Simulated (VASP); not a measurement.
**PbSe: single point with r2SCAN+D3(BJ)**

Crystal: PbSe.

```xyz
8
Lattice="13.2198 0.0000 0.0000 0.0000 4.4565 0.0000 0.0000 0.0000 4.4152" Properties=species:S:1:pos:R:3 pbc="T T T"
Pb   11.3635    3.3423    4.0191
Pb    4.7536    3.3423    2.6037
Pb    1.8563    1.1141    0.3961
Pb    8.4662    1.1141    1.8115
Se    8.4912    3.3423    4.2022
Se    1.8813    3.3423    2.4206
Se    4.7286    1.1141    0.2130
Se   11.3386    1.1141    1.9946
```

```json
{
 "Program": "VASP 6.6.1",
 "Task": "single point",
 "Functional": "r2SCAN",
 "Dispersion": "D3(BJ)",
 "Potentials or basis": "VASP PAW PBE potentials, release 64 (Pb_d, Se)",
 "Cutoff": "520 eV",
 "k mesh": "2 × 4 × 4",
 "Occupations": "gaussian, width 0.01 eV",
 "Spin": "no spin polarisation",
 "Dipole correction": "no",
 "Further INCAR settings": "ALGO = Normal; EDIFF = 1e-06; NBANDS = 50"
}
```

- Pressure: -2.1 GPa
- Largest force: 0.205 eV/Å
- Band gap on the k mesh: 1.58 eV, indirect (least direct gap 1.67 eV)
- Dispersion energy per atom: -0.154 eV

Forces in eV/Å, atoms in the order of the input:
```
Pb  -0.118  0.000 -0.062
Pb  -0.118  0.000  0.062
Pb   0.118  0.000  0.062
Pb   0.118  0.000 -0.062
Se   0.205  0.000  0.011
Se   0.205  0.000 -0.011
Se  -0.205  0.000 -0.011
Se  -0.205  0.000  0.011
```

Stress tensor (GPa, compression positive):
```
-3.37  0.00  0.00
 0.00 -1.48  0.00
 0.00  0.00 -1.37
```

Levels at points of the mesh, in eV from the valence-band top:
```
           k point  band 36  band 37  band 38  band 39  band 40  band 41  band 42  band 43  band 44  band 45
(0.00, 0.00, 0.00)    -1.25    -1.25    -1.15    -0.51    -0.30     1.71     4.57     4.58     4.76     4.81
(0.50, 0.00, 0.00)    -1.36    -1.23    -1.23    -0.29    -0.29     2.90     2.90     4.54     4.54     5.13
(0.00, 0.50, 0.00)    -0.87    -0.11    -0.11     0.00     0.00     1.70     1.70     2.09     2.09     2.90
(0.50, 0.50, 0.00)    -0.91    -0.06    -0.06    -0.06    -0.06     2.05     2.05     2.05     2.05     3.02
(0.00, 0.00, 0.50)    -0.87    -0.20    -0.20     0.00     0.00     1.67     1.67     2.00     2.00     2.65
(0.50, 0.00, 0.50)    -0.88    -0.17    -0.17    -0.03    -0.03     1.95     1.95     1.98     1.98     2.68
(0.00, 0.50, 0.50)    -2.55    -1.53    -1.53    -1.09    -1.09     3.49     3.49     4.04     4.04     5.69
(0.50, 0.50, 0.50)    -2.70    -1.26    -1.26    -1.26    -1.26     3.67     3.67     3.67     3.67     5.82
```

Wall time 11 min on 1 thread of Intel(R) Xeon(R) Platinum 8488C (Sapphire Rapids) (shared host), peak memory 0.47 GiB.

Caveat: the PAW data sets were made with another functional, which shifts forces and pressure a little; spin-orbit coupling is left out, which moves the levels of the heavy elements. A k mesh can miss the band edges.
